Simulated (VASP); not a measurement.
# AlPt (P2_13) in VASP: a series of runs

The runs below take AlPt through single point, with PBEsol.

All numbers are computed with VASP 6.6.1; they aren't measurements. Logs are shortened: lines on timing, memory, paths and dates and some standing lists are left out, and cuts for length are marked.

## Step 1: The cell of the first run

The structure is cubic, space group P2_13 (No. 198). Conventional cell: a = 4.665 Å, b = 4.665 Å, c = 4.665 Å, α = 90.00°, β = 90.00°, γ = 90.00°. Within 3.3 Å of Al (site symmetry 3) lie 7 Pt at 2.49 to 2.50 Å and 6 Al at 2.88 Å. Pt (site symmetry 3) has 7 Al at 2.49 to 2.50 Å and 6 Pt at 2.88 Å within 3.3 Å.

## Step 2: Single point, PBEsol (volume scaled by 0.88, then relaxed in part)

File INCAR:

```
SYSTEM = AlPt
PREC = Accurate
ENCUT = 520
EDIFF = 1E-7
ISMEAR = 0
SIGMA = 0.1
LREAL = .False.
LASPH = .True.
NELM = 60
ALGO = Fast
ISIF = 2
LWAVE = .False.
LCHARG = .False.
GGA = PS
NBANDS = 36
```

File KPOINTS:

```
Automatic mesh
0
Gamma
  8 8 8
  0 0 0
```

File POSCAR:

```
AlPt
1.0
    4.6654097390      0.0000000000      0.0000000000
    0.0000000000      4.6654097390      0.0000000000
    0.0000000000      0.0000000000      4.6654097390
Al Pt
4 4
Direct
    0.8452467003      0.8452467003      0.8452467003
    0.6547532997      0.1547532997      0.3452467003
    0.3452467003      0.6547532997      0.1547532997
    0.1547532997      0.3452467003      0.6547532997
    0.1542595869      0.1542595869      0.1542595869
    0.3457404131      0.8457404131      0.6542595869
    0.6542595869      0.3457404131      0.8457404131
    0.8457404131      0.6542595869      0.3457404131
```

Potentials or basis: VASP PAW PBE potentials, release 64 (Al, Pt).

Started as:

```console
cat potpaw_PBE.64/Al/POTCAR potpaw_PBE.64/Pt/POTCAR > POTCAR
mpirun -np 1 vasp_std > vasp.out
```

OUTCAR:

```text
SYSTEM = AlPt
   PREC = Accurate
   ENCUT = 520
   EDIFF = 1E-7
   ISMEAR = 0
   LREAL = .False.
   LASPH = .True.
   NELM = 60
   ISIF = 2
   GGA = PS

 ion  position               nearest neighbor table
   1  0.845  0.845  0.845-   6 2.49   7 2.49   8 2.49   5 2.50   7 2.50   8 2.50   6 2.50   3 2.88
                             3 2.88   4 2.88   2 2.88   4 2.88   2 2.88
   2  0.655  0.155  0.345-   5 2.49   7 2.49   8 2.49   6 2.50   7 2.50   8 2.50   5 2.50   4 2.88
                             4 2.88   3 2.88   3 2.88   1 2.88   1 2.88
   3  0.345  0.655  0.155-   5 2.49   6 2.49   8 2.49   7 2.50   8 2.50   6 2.50   5 2.50   1 2.88
                             1 2.88   2 2.88   2 2.88   4 2.88   4 2.88
   4  0.155  0.345  0.655-   5 2.49   6 2.49   7 2.49   8 2.50   6 2.50   5 2.50   7 2.50   2 2.88
                             2 2.88   1 2.88   1 2.88   3 2.88   3 2.88
   5  0.154  0.154  0.154-   2 2.49   3 2.49   4 2.49   1 2.50   3 2.50   4 2.50   2 2.50   6 2.88
                             7 2.88   8 2.88   6 2.88   8 2.88   7 2.88
   6  0.346  0.846  0.654-   1 2.49   3 2.49   4 2.49   2 2.50   3 2.50   4 2.50   1 2.50   8 2.88
                             5 2.88   5 2.88   7 2.88   7 2.88   8 2.88
   7  0.654  0.346  0.846-   1 2.49   2 2.49   4 2.49   3 2.50   4 2.50   2 2.50   1 2.50   8 2.88
                             5 2.88   8 2.88   6 2.88   6 2.88   5 2.88
   8  0.846  0.654  0.346-   1 2.49   2 2.49   3 2.49   4 2.50   2 2.50   1 2.50   3 2.50   7 2.88
                             5 2.88   7 2.88   5 2.88   6 2.88   6 2.88

  LATTYP: Found a simple cubic cell.
 ALAT       =     4.6654097390

  Lattice vectors:

 A1 = (   4.6654097390,   0.0000000000,   0.0000000000)
 A2 = (   0.0000000000,   4.6654097390,   0.0000000000)
 A3 = (   0.0000000000,   0.0000000000,   4.6654097390)

Analysis of symmetry for initial positions (statically):
=====================================================================
 Subroutine PRICEL returns:
 Original cell was already a primitive cell.

 Routine SETGRP: Setting up the symmetry group for a
 simple cubic supercell.

 Subroutine GETGRP returns: Found 12 space group operations
 (whereof  3 operations were pure point group operations)
 out of a pool of 48 trial point group operations.

The static configuration has the point symmetry C_3 .
 The point group associated with its full space group is T   .

Analysis of symmetry for dynamics (positions and initial velocities):
=====================================================================
 Subroutine PRICEL returns:
 Original cell was already a primitive cell.

 Routine SETGRP: Setting up the symmetry group for a
 simple cubic supercell.

 Subroutine GETGRP returns: Found 12 space group operations
 (whereof  3 operations were pure point group operations)
 out of a pool of 48 trial point group operations.

The dynamic configuration has the point symmetry C_3 .
 The point group associated with its full space group is T   .

 Subroutine INISYM returns: Found 12 space group operations
 (whereof  3 operations are pure point group operations),
 and found     1 'primitive' translations

----------------------------------------------------------------------------------------

                                     Primitive cell

  volume of cell :     101.5475

  direct lattice vectors                    reciprocal lattice vectors
     4.665409739  0.000000000  0.000000000     0.214343446  0.000000000  0.000000000
     0.000000000  4.665409739  0.000000000     0.000000000  0.214343446  0.000000000
     0.000000000  0.000000000  4.665409739     0.000000000  0.000000000  0.214343446

  length of vectors
     4.665409739  4.665409739  4.665409739     0.214343446  0.214343446  0.214343446

  position of ions in fractional coordinates (direct lattice)
     0.845246700  0.845246700  0.845246700
     0.654753300  0.154753300  0.345246700
     0.345246700  0.654753300  0.154753300
     0.154753300  0.345246700  0.654753300
     0.154259587  0.154259587  0.154259587
[... 50 lines left out ...]
  Thomas-Fermi vector in A             =   2.440321
   LORBIT       =      0    0 simple, 1 ext, 2 COOP (PROOUT), +10 PAW based schemes
   GGA     = PS    functional components
   LHFCALC =     F    Hartree Fock is set to
   AEXX    =    0.0000 exact exchange contribution
   IVDW    =     0    specifies the selected vdW correction
   LEPSILON=     F    determine dielectric tensor
   LRPA    =     F    only Hartree local field effects (RPA)
 non-spin polarized calculation
 RMM-DIIS sequential band-by-band and
 Gauss-broadening in eV      SIGMA  =   0.10
  energy-cutoff  :      520.00
  volume of cell :      101.55
 maximum number of plane-waves:      2800
   NGX = 17   NGY = 17   NGZ = 17

 number of electron      51.9999997 magnetization

 Free energy of the ion-electron system (eV)
  ---------------------------------------------------
  ext. energy  EPLUGINS =         0.00000000
  ---------------------------------------------------
  free energy    TOTEN  =       -51.31446455 eV

  energy without entropy =      -51.30999629  energy(sigma->0) =      -51.31223042

 E-fermi :  12.6040     XC(G=0): -12.9557

 val. band max:       12.5518968926   @ k =   0.1250   0.1250   0.1250
 cond. band min:      12.6279648032   @ k =   0.3750   0.3750   0.3750
 fundamental gap:      0.0760679106
 Fermi energy:        12.6039977139

 k-point     1 :       0.0000    0.0000    0.0000
  band No.  band energies     occupation
      1       0.0855      2.00000
      2       4.6923      2.00000
      3       4.6923      2.00000
      4       4.6923      2.00000
      5       6.1840      2.00000
      6       6.1840      2.00000
[... 28 lines left out ...]
     35      18.5692      0.00000
     36      18.6575      0.00000

 k-point     2 :       0.1250    0.0000    0.0000
  band No.  band energies     occupation
      1       0.2145      2.00000
      2       4.3965      2.00000
      3       4.7135      2.00000
      4       4.8100      2.00000
      5       6.0199      2.00000
      6       6.1114      2.00000
[... 28 lines left out ...]
     35      18.6967      0.00000
     36      19.1420      0.00000
[... 817 lines left out ...]
     35      18.8309      0.00000
     36      19.3484      0.00000

 k-point    24 :       0.3750    0.1250    0.1250
  band No.  band energies     occupation
      1       1.4407      2.00000
      2       3.1040      2.00000
      3       4.6423      2.00000
      4       4.9323      2.00000
      5       5.4511      2.00000
      6       5.7831      2.00000
[... 28 lines left out ...]
     35      18.9005      0.00000
     36      19.9975      0.00000

 [... further k-points ...]
[... 5 lines left out ...]
  --------------------------------------------------------------------------------------
  -------------------------------------------------------------------------------------
  Total       22.1071101     22.1071101     22.1071101      0.0000000      0.0000000      0.0000000
  in kB      348.7973540    348.7973540    348.7973540      0.0000000      0.0000000      0.0000000
  external PRESSURE =     348.7973540 kB  Pullay stress =       0.0000000 kB

 VOLUME and BASIS-vectors are now :
 -----------------------------------------------------------------------------
  energy-cutoff  :      520.00
  volume of cell :      101.55
      direct lattice vectors                 reciprocal lattice vectors
     4.665409739  0.000000000  0.000000000     0.214343446  0.000000000  0.000000000
     0.000000000  4.665409739  0.000000000     0.000000000  0.214343446  0.000000000
     0.000000000  0.000000000  4.665409739     0.000000000  0.000000000  0.214343446

 POSITION                                       TOTAL-FORCE (eV/Angst)
 -----------------------------------------------------------------------------------
      3.94342      3.94342      3.94342         0.008443      0.008443      0.008443
      3.05469      0.72199      1.61072        -0.008443     -0.008443      0.008443
      1.61072      3.05469      0.72199         0.008443     -0.008443     -0.008443
      0.72199      1.61072      3.05469        -0.008443      0.008443     -0.008443
      0.71968      0.71968      0.71968         0.010431      0.010431      0.010431
      1.61302      3.94573      3.05239        -0.010431     -0.010431      0.010431
      3.05239      1.61302      3.94573         0.010431     -0.010431     -0.010431
      3.94573      3.05239      1.61302        -0.010431      0.010431     -0.010431
 -----------------------------------------------------------------------------------
    total drift:                               -0.000000     -0.000000      0.000000

  FREE ENERGIE OF THE ION-ELECTRON SYSTEM (eV)
  ---------------------------------------------------
  free  energy   TOTEN  =       -51.3144645544 eV

  energy  without entropy=      -51.3099962914  energy(sigma->0) =      -51.31223042
```

Wall time 94 s (1 thread of Intel Xeon 6975P-C (Granite Rapids), shared host); peak memory 0.28 GiB.

What came out:

```yaml
Free_energy: -51.3145 eV
Pressure: 34.9 GPa
Largest_force: 0.018 eV/Å
Band_gap_on_the_k_mesh: zero (band 26 reaches 12.91 eV, above the bottom of band 27 at 11.76 eV)
```

Forces in eV/Å, atoms in the order of the input:
```
Al   0.008  0.008  0.008
Al  -0.008 -0.008  0.008
Al   0.008 -0.008 -0.008
Al  -0.008  0.008 -0.008
Pt   0.010  0.010  0.010
Pt  -0.010 -0.010  0.010
Pt   0.010 -0.010 -0.010
Pt  -0.010  0.010 -0.010
```

Levels at points of the mesh, in eV from the Fermi level:
| k point | band 22 | band 23 | band 24 | band 25 | band 26 | band 27 | band 28 | band 29 | band 30 | band 31 |
| --- | --- | --- | --- | --- | --- | --- | --- | --- | --- | --- |
| (0.00, 0.00, 0.00) | -2.01 | -2.01 | -2.01 | -0.19 | -0.19 | -0.19 | 4.74 | 4.74 | 4.74 | 4.75 |
| (0.50, 0.00, 0.00) | -2.72 | -1.71 | -1.71 | -0.83 | -0.83 | 1.49 | 1.49 | 3.28 | 3.28 | 4.79 |
| (0.50, 0.50, 0.00) | -2.81 | -2.54 | -2.54 | 0.31 | 0.31 | 1.52 | 1.52 | 3.26 | 3.26 | 3.81 |
| (0.50, 0.50, 0.50) | -2.90 | -2.90 | -2.90 | -0.85 | -0.85 | -0.85 | -0.85 | 6.94 | 6.94 | 6.94 |

Caveat: the PAW data sets were made with another functional, which shifts forces and pressure a little; spin-orbit coupling is left out, which moves the levels of the heavy elements.

## Step 3: Single point, PBEsol (volume scaled by 0.91, then relaxed in part)

File INCAR:

```
SYSTEM = AlPt
PREC     = Accurate       ! precision mode
ENCUT    = 520            ! plane-wave cutoff, eV
EDIFF    = 1E-7           ! SCF threshold, eV
ISMEAR   = 0              ! smearing method
SIGMA    = 0.1            ! smearing width, eV
LREAL    = .False.        ! projectors in reciprocal space
LASPH    = .True.         ! aspherical terms in the spheres
NELM     = 60             ! most SCF steps
ALGO     = Fast           ! electronic algorithm
ISIF     = 2              ! what is computed and relaxed
LWAVE    = .False.        ! write WAVECAR
LCHARG   = .False.        ! write CHGCAR
GGA      = PS             ! functional
NBANDS   = 36             ! bands
```

File KPOINTS:

```
regular mesh
0
Gamma
  8 8 8
  0 0 0
```

File POSCAR:

```
AlPt
1.0
    4.7178344611      0.0000000000      0.0000000000
    0.0000000000      4.7178344611      0.0000000000
    0.0000000000      0.0000000000      4.7178344611
Al Pt
4 4
Direct
    0.8449921089      0.8449921089      0.8449921089
    0.6550078911      0.1550078911      0.3449921089
    0.3449921089      0.6550078911      0.1550078911
    0.1550078911      0.3449921089      0.6550078911
    0.1541468306      0.1541468306      0.1541468306
    0.3458531694      0.8458531694      0.6541468306
    0.6541468306      0.3458531694      0.8458531694
    0.8458531694      0.6541468306      0.3458531694
```

Potentials or basis: VASP PAW PBE potentials, release 64 (Al, Pt).

Started as:

```console
cat potpaw_PBE.64/Al/POTCAR potpaw_PBE.64/Pt/POTCAR > POTCAR
mpirun -np 1 vasp_std > vasp.out
```

It took 2.1 min on 1 thread of Intel Xeon 6975P-C (Granite Rapids), shared host; peak memory 0.29 GiB.

It converged, with:

- Free energy: -51.9461 eV
- Pressure: 23.8 GPa
- Largest force: 0.016 eV/Å
- Band gap on the k mesh: zero (band 26 reaches 12.34 eV, above the bottom of band 27 at 11.18 eV)

Forces on the atoms (eV/Å):
```
Al   0.008  0.008  0.008
Al  -0.008 -0.008  0.008
Al   0.008 -0.008 -0.008
Al  -0.008  0.008 -0.008
Pt   0.009  0.009  0.009
Pt  -0.009 -0.009  0.009
Pt   0.009 -0.009 -0.009
Pt  -0.009  0.009 -0.009
```

Levels at points of the mesh, in eV from the Fermi level:
| k point | band 24 | band 25 | band 26 | band 27 | band 28 | band 29 |
| --- | --- | --- | --- | --- | --- | --- |
| (0.00, 0.00, 0.00) | -1.94 | -0.19 | -0.19 | -0.19 | 4.61 | 4.61 |
| (0.50, 0.00, 0.00) | -1.65 | -0.79 | -0.79 | 1.43 | 1.43 | 3.14 |
| (0.50, 0.50, 0.00) | -2.44 | 0.32 | 0.32 | 1.47 | 1.47 | 3.14 |
| (0.50, 0.50, 0.50) | -2.79 | -0.83 | -0.83 | -0.83 | -0.83 | 6.85 |

Caveat: the PAW data sets were made with another functional, which shifts forces and pressure a little; spin-orbit coupling is left out, which moves the levels of the heavy elements.

## Step 4: Single point, PBEsol (volume scaled by 0.94, then relaxed in part)

File INCAR:

```
SYSTEM = AlPt
PREC = Accurate ; ENCUT = 520
EDIFF = 1E-6 ; ISMEAR = 0
SIGMA = 0.1 ; LREAL = .False.
LASPH = .True. ; NELM = 80
ALGO = Fast ; ISIF = 2
LWAVE = .False. ; LCHARG = .False.
GGA = PS ; NBANDS = 36
```

File KPOINTS:

```
Automatic mesh
0
Gamma
  8 8 8
  0 0 0
```

File POSCAR:

```
AlPt
1.0
    4.7691192883      0.0000000000      0.0000000000
    0.0000000000      4.7691192883      0.0000000000
    0.0000000000      0.0000000000      4.7691192883
Al Pt
4 4
Direct
    0.8447158957      0.8447158957      0.8447158957
    0.6552841043      0.1552841043      0.3447158957
    0.3447158957      0.6552841043      0.1552841043
    0.1552841043      0.3447158957      0.6552841043
    0.1540560738      0.1540560738      0.1540560738
    0.3459439262      0.8459439262      0.6540560738
    0.6540560738      0.3459439262      0.8459439262
    0.8459439262      0.6540560738      0.3459439262
```

Started as:

```console
cat potpaw_PBE.64/Al/POTCAR potpaw_PBE.64/Pt/POTCAR > POTCAR
mpirun -np 1 vasp_std > vasp.out
```

Run time: 2 min. Hardware: 1 thread of Intel Xeon 6975P-C (Granite Rapids), shared host; peak memory 0.29 GiB.

The run converged. Its results:

| Quantity | Value |
| --- | --- |
| Free energy | -52.3572 eV |
| Pressure | 14.4 GPa |
| Largest force | 0.013 eV/Å |
| Band gap on the k mesh | zero (band 26 reaches 11.80 eV, above the bottom of band 27 at 10.65 eV) |

Forces on the atoms (eV/Å):
```
Al   0.007  0.007  0.007
Al  -0.007 -0.007  0.007
Al   0.007 -0.007 -0.007
Al  -0.007  0.007 -0.007
Pt   0.008  0.008  0.008
Pt  -0.008 -0.008  0.008
Pt   0.008 -0.008 -0.008
Pt  -0.008  0.008 -0.008
```

Levels at points of the mesh, in eV from the Fermi level:
```csv
k point,band 23,band 24,band 25,band 26,band 27,band 28,band 29,band 30
"(0.00, 0.00, 0.00)",-1.86,-1.86,-0.19,-0.19,-0.19,4.48,4.48,4.48
"(0.50, 0.00, 0.00)",-1.59,-1.59,-0.75,-0.75,1.37,1.37,3.00,3.00
"(0.50, 0.50, 0.00)",-2.35,-2.35,0.34,0.34,1.42,1.42,3.03,3.03
"(0.50, 0.50, 0.50)",-2.68,-2.68,-0.82,-0.82,-0.82,-0.82,6.75,6.75
```

Caveat: the PAW data sets were made with another functional, which shifts forces and pressure a little; spin-orbit coupling is left out, which moves the levels of the heavy elements.

## Step 5: Single point, PBEsol (volume scaled by 0.97, then relaxed in part)

File INCAR:

```
SYSTEM = AlPt
ALGO = Fast
EDIFF = 1E-7
ENCUT = 520
GGA = PS
ISIF = 2
ISMEAR = 0
LASPH = .TRUE.
LCHARG = .FALSE.
LREAL = .FALSE.
LWAVE = .FALSE.
NBANDS = 36
NELM = 80
PREC = Accurate
SIGMA = 0.1
```

File KPOINTS:

```
k-points
0
G
  8 8 8
  0 0 0
```

File POSCAR:

```
AlPt
1.0
    4.8193242334      0.0000000000      0.0000000000
    0.0000000000      4.8193242334      0.0000000000
    0.0000000000      0.0000000000      4.8193242334
Al Pt
4 4
Direct
    0.8444265974      0.8444265974      0.8444265974
    0.6555734026      0.1555734026      0.3444265974
    0.3444265974      0.6555734026      0.1555734026
    0.1555734026      0.3444265974      0.6555734026
    0.1539989666      0.1539989666      0.1539989666
    0.3460010334      0.8460010334      0.6539989666
    0.6539989666      0.3460010334      0.8460010334
    0.8460010334      0.6539989666      0.3460010334
```

Started as:

```console
cat potpaw_PBE.64/Al/POTCAR potpaw_PBE.64/Pt/POTCAR > POTCAR
mpirun -np 1 vasp_std > vasp.out
```

It took 2.7 min on 1 thread of Intel Xeon 6975P-C (Granite Rapids), shared host; peak memory 0.3 GiB.

It converged, with:

```yaml
Free_energy: -52.5826 eV
Pressure: 6.5 GPa
Largest_force: 0.010 eV/Å
Band_gap_on_the_k_mesh: zero (band 26 reaches 11.30 eV, above the bottom of band 27 at 10.15 eV)
```

Forces on the atoms (eV/Å):
```
Al   0.005  0.005  0.005
Al  -0.005 -0.005  0.005
Al   0.005 -0.005 -0.005
Al  -0.005  0.005 -0.005
Pt   0.006  0.006  0.006
Pt  -0.006 -0.006  0.006
Pt   0.006 -0.006 -0.006
Pt  -0.006  0.006 -0.006
```

Levels at points of the mesh, in eV from the Fermi level:
```csv
k point,band 23,band 24,band 25,band 26,band 27,band 28,band 29,band 30
"(0.00, 0.00, 0.00)",-1.80,-1.80,-0.19,-0.19,-0.19,4.36,4.36,4.36
"(0.50, 0.00, 0.00)",-1.54,-1.54,-0.72,-0.72,1.31,1.31,2.87,2.87
"(0.50, 0.50, 0.00)",-2.27,-2.27,0.35,0.35,1.37,1.37,2.92,2.92
"(0.50, 0.50, 0.50)",-2.58,-2.58,-0.80,-0.80,-0.80,-0.80,6.64,6.64
```

Caveat: the PAW data sets were made with another functional, which shifts forces and pressure a little; spin-orbit coupling is left out, which moves the levels of the heavy elements.

## Step 6: The runs side by side

```tsv
cell	further INCAR settings	gap on the mesh (eV)	pressure (GPa)	largest force (eV/Å)
a = 4.665 Å, 8 atoms	ALGO = Fast; EDIFF = 1e-07; NBANDS = 36	none	34.9	0.02
a = 4.718 Å, 8 atoms	ALGO = Fast; EDIFF = 1e-07; NBANDS = 36	none	23.8	0.02
a = 4.769 Å, 8 atoms	ALGO = Fast; EDIFF = 1e-06; NBANDS = 36	none	14.4	0.01
a = 4.819 Å, 8 atoms	ALGO = Fast; EDIFF = 1e-07; NBANDS = 36	none	6.5	0.01
```

Alike in all rows: task single point; level PBEsol; potentials or basis VASP PAW PBE potentials, release 64 (Al, Pt); no spin polarisation; k mesh 8 × 8 × 8; cutoff (eV) 520; smearing gaussian 0.1 eV.

Caveats: the PAW data sets were made with another functional, which shifts forces and pressure a little; spin-orbit coupling is left out, which moves the levels of the heavy elements.

Absolute energies hang on the potentials; compare differences alone.
